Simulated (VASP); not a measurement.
KBr: single point with PBE

Crystal: KBr.

```
CELL_PARAMETERS angstrom
0.00000 3.39127 3.34189
3.39127 0.00000 3.34189
3.39127 3.39127 0.00000
ATOMIC_POSITIONS crystal
K 0.00000 0.00000 0.00000
Br 0.50000 0.50000 0.50000
```

This cell differs from its parent crystal: strain +0.030 along x and y, +0.015 along z.

```json
{"Program": "VASP 6.6.1", "Task": "single point", "Functional": "PBE", "Potentials or basis": "VASP PAW PBE potentials, release 64 (K_sv, Br)", "Cutoff": "520 eV", "k mesh": "6 × 6 × 6", "Occupations": "gaussian, width 0.05 eV", "Spin": "no spin polarisation", "Dipole correction": "no", "Further INCAR settings": "ALGO = Normal; EDIFF = 1e-07; NBANDS = 15"}
```

The pressure is -0.2 GPa. The band gap on the k mesh is 4.26 eV, direct.

Stress tensor (GPa, compression positive):
```
-0.34  0.00  0.00
 0.00 -0.34  0.00
 0.00  0.00  0.01
```

Levels at points of the mesh, in eV from the valence-band top:
| k point | band 6 | band 7 | band 8 | band 9 | band 10 | band 11 |
| --- | --- | --- | --- | --- | --- | --- |
| (0.00, 0.00, 0.00) | 0.00 | 0.00 | 0.00 | 4.26 | 7.55 | 7.55 |
| (0.50, 0.00, 0.00) | -1.05 | -0.28 | -0.28 | 6.44 | 7.97 | 9.57 |
| (0.50, 0.50, 0.00) | -0.74 | -0.28 | -0.28 | 5.91 | 6.97 | 9.19 |
| (0.50, 0.00, 0.50) | -0.75 | -0.26 | -0.25 | 5.93 | 6.95 | 9.11 |

It took 56 s on 1 thread of Intel(R) Xeon(R) Platinum 8488C (Sapphire Rapids) (shared host), peak memory 0.21 GiB.

Caveat: the cell differs from its parent crystal (strain +0.030 along x and y, +0.015 along z).
